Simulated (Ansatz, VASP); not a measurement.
Ti2B3 in VASP and in Ansatz

INCAR

```
SYSTEM = Ti2B3
  PREC = Accurate
  ENCUT = 520
  EDIFF = 1E-6
  ISMEAR = 0
  SIGMA = 0.1
  LREAL = .False.
  LASPH = .True.
  NELM = 60
  ALGO = Normal
  ISIF = 2
  LWAVE = .False.
  LCHARG = .False.
  GGA = PE
  NBANDS = 24
```

KPOINTS

```
regular mesh
0
Gamma
  4 4 4
  0 0 0
```

Contents of POSCAR:

```
Ti2B3
1.0
    3.8253014600      0.0000000000      0.0000000000
    0.0000000000      3.8253014600      0.0000000000
    0.0000000000      0.0000000000      3.8253014600
Ti B
2 3
Direct
    0.0000000000      0.0000000000      0.0000000000
    0.5000000000      0.5000000000      0.5000000000
    0.5000000000      0.0000000000      0.0000000000
    0.0000000000      0.5000000000      0.0000000000
    0.0000000000      0.0000000000      0.5000000000
```

Input for Ansatz:

```yaml
crystal:
  lattice:
    - [3.82530146, 0.0, 0.0]
    - [0.0, 3.82530146, 0.0]
    - [0.0, 0.0, 3.82530146]
  atoms:
    - { symbol: Ti, position: [0.0, 0.0, 0.0] }
    - { symbol: Ti, position: [0.5, 0.5, 0.5] }
    - { symbol: B, position: [0.5, 0.0, 0.0] }
    - { symbol: B, position: [0.0, 0.5, 0.0] }
    - { symbol: B, position: [0.0, 0.0, 0.5] }
basis:
  ecutwfc: 420
kpoints:
  mp_grid: { grid: [4, 4, 4] }
hamiltonian:
  xc: pbe
scf:
  occupations: { method: gaussian, width: 0.1 }
  lower_state_search: "off"
output:
  forces: true
  stress: true
  eigenvalues: true
```

Alike in both runs: task single point; functional PBE; k mesh 4 × 4 × 4; occupations gaussian, width 0.1 eV; no spin polarisation.

```csv
,VASP,Ansatz
version,VASP 6.6.1,Ansatz 0.2.0
potentials or method,"VASP PAW PBE potentials, release 64 (Ti_sv, B), cutoff 520 eV","scalar-relativistic, plane waves, PAW"
valence electrons in the cell,33,33
```

```tsv
	VASP	Ansatz	Ansatz less VASP
gap on the k mesh at the Fermi level (eV)	none	none	-
pressure (GPa)	11.8	12.1	+0.30
```

A gap of «none» marks a metal or a gap that the smearing closes. With one functional, cell and mesh, what is left measures potentials, basis and numerics.

The k mesh is coarse, so the values compare programs but aren't converged.
